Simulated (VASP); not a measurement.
Crystal: MgCd2S3.

```
CELL_PARAMETERS angstrom
4.16038 -0.11217 0.04337
-2.17733 3.60505 -0.03010
0.21207 -0.04752 19.72801
ATOMIC_POSITIONS crystal
Mg 0.66851 0.29637 0.16069
Mg 0.77254 0.41043 0.66549
Cd 0.98563 0.02518 0.99550
Cd 0.98332 0.03526 0.49682
Cd 0.35015 0.61669 0.32938
Cd 0.30847 0.65342 0.83785
S 0.29551 0.64451 0.45081
S 0.31016 0.64159 0.96466
S 0.71443 0.34349 0.29565
S 0.63366 0.35807 0.78890
S 0.99451 0.98998 0.12938
S 0.98310 0.98501 0.63488
```

```yaml
Program: VASP 6.6.1
Task: relaxation of cell and atoms
Functional: PBE
Potentials_or_basis: VASP PAW PBE potentials, release 64 (Mg, Cd, S)
Cutoff: 600 eV
k_mesh: 6 × 6 × 1
Occupations: gaussian, width 0.1 eV
Spin: no spin polarisation
```

At the start: pressure 3.8 GPa; volume 24.25 Å³/atom.

Task: How do energy, volume and symmetry change on relaxing?

Result: Over 26 steps the energy falls by 136.8 meV/atom and the volume is 25.09 Å³/atom (+3.4 %); space group P1 (No. 1, to 0.1 Å) before, Cc (No. 9, to 0.1 Å).

The path:
```csv
step,energy change (eV),largest force (eV/Å),pressure (GPa),volume (Å³)
1,0.0000,2.8070,3.78,291.04
2,-1.0555,1.0025,-1.99,315.68
3,-1.0615,1.0799,-1.64,313.27
4,-1.3855,0.7264,-0.66,305.37
5,-1.4883,0.5541,0.57,298.23
6,-1.5560,0.3184,0.04,300.79
7,-1.5701,0.2824,-0.29,302.60
8,-1.5963,0.1851,-0.03,300.91
9,-1.5979,0.2189,0.07,300.37
10,-1.6075,0.1451,0.02,300.64
11,-1.6114,0.1234,-0.03,300.96
12,-1.6172,0.0957,0.01,300.75
13,-1.6178,0.1053,0.03,300.67
14,-1.6235,0.0911,0.00,300.90
15,-1.6274,0.1272,-0.07,301.34
16,-1.6318,0.0898,0.00,300.98
17,-1.6340,0.0994,0.10,300.48
18,-1.6369,0.0523,-0.04,301.33
19,-1.6370,0.0533,-0.08,301.50
20,-1.6381,0.0536,0.03,300.91
21,-1.6382,0.0578,0.10,300.58
22,-1.6392,0.0411,0.03,300.92
23,-1.6396,0.0547,-0.05,301.37
24,-1.6406,0.0340,-0.02,301.19
25,-1.6409,0.0316,0.02,301.00
26,-1.6414,0.0233,0.00,301.06
```

Final structure:
```
Mg Cd S
1.0
     4.14245   -0.00688    0.00574
    -2.07549    3.59253   -0.00186
     0.02720    0.00263   20.24974
Mg Cd S
2 4 6
Cartesian
  2.0999 1.1560 3.3578
  2.0603 1.2287 13.4789
  2.0461 3.5725 0.0582
  0.0305 0.0150 10.1842
  0.0409 2.3633 6.7178
  -0.0036 2.4276 16.8363
  0.0235 2.4081 9.2815
  -0.0001 2.3854 19.3994
  2.1094 1.1617 5.8210
  2.0669 1.2259 15.9395
  -2.0503 3.5564 2.6251
  4.1347 0.0284 12.7596
```
